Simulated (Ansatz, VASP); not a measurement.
One calculation of TiC, two programs

INCAR

```
ALGO = Normal
EDIFF = 1E-6
ENCUT = 520
GGA = PS
ISIF = 2
ISMEAR = 0
LASPH = True
LCHARG = False
LREAL = False
LWAVE = False
NBANDS = 15
NELM = 60
PREC = Accurate
SIGMA = 0.15
```

KPOINTS

```
k-points
0
Gamma
  18 18 18
```

File POSCAR:

```
TiC
1.0
    0.0000000000      2.1640000000      2.1640000000
    2.1640000000      0.0000000000      2.1640000000
    2.1640000000      2.1640000000      0.0000000000
Ti C
1 1
Direct
    0.0000000000      0.0000000000     -0.0653518282
    0.5000000000      0.5000000000      0.5000000000
```

Input for Ansatz:

```yaml
crystal:
  lattice:
    - [0.0, 2.164, 2.164]
    - [2.164, 0.0, 2.164]
    - [2.164, 2.164, 0.0]
  atoms:
    - { symbol: Ti, position: [0.0, 0.0, -0.0653518282] }
    - { symbol: C, position: [0.5, 0.5, 0.5] }
basis:
  ecutwfc: 420
kpoints:
  mp_grid: { grid: [18, 18, 18] }
hamiltonian:
  xc: pbesol
scf:
  occupations: { method: gaussian, width: 0.15 }
output:
  forces: true
  stress: true
  eigenvalues: true
```

Alike in both runs: task single point; functional PBEsol; k mesh 18 × 18 × 18; occupations gaussian, width 0.15 eV; no spin polarisation.

```csv
,VASP,Ansatz
version,VASP 6.6.1,Ansatz 0.2.0
potentials or method,"VASP PAW PBE potentials, release 64 (Ti_sv, C), cutoff 520 eV","scalar-relativistic, plane waves, PAW"
valence electrons in the cell,16,16
```

Ansatz gave:

```
gap on the k mesh at the Fermi level (eV)                     : none
pressure (GPa)                                                : -1.4
traceless stress, the component that is largest in VASP (GPa) : -4.17
rms of the force components (eV/Å)                            : 0.998
```

**Question.** What did VASP give for the same quantities?

**Answer.** gap on the k mesh at the Fermi level (eV): none; pressure (GPa): -1.2; traceless stress, the component that is largest in VASP (GPa): -4.20; rms of the force components (eV/Å): 1.001.

VASP's potentials were made for PBE, not for PBEsol. Atom by atom the forces differ by 0.003 eV/Å (rms over components). A gap of «none» marks a metal or a gap that the smearing closes.
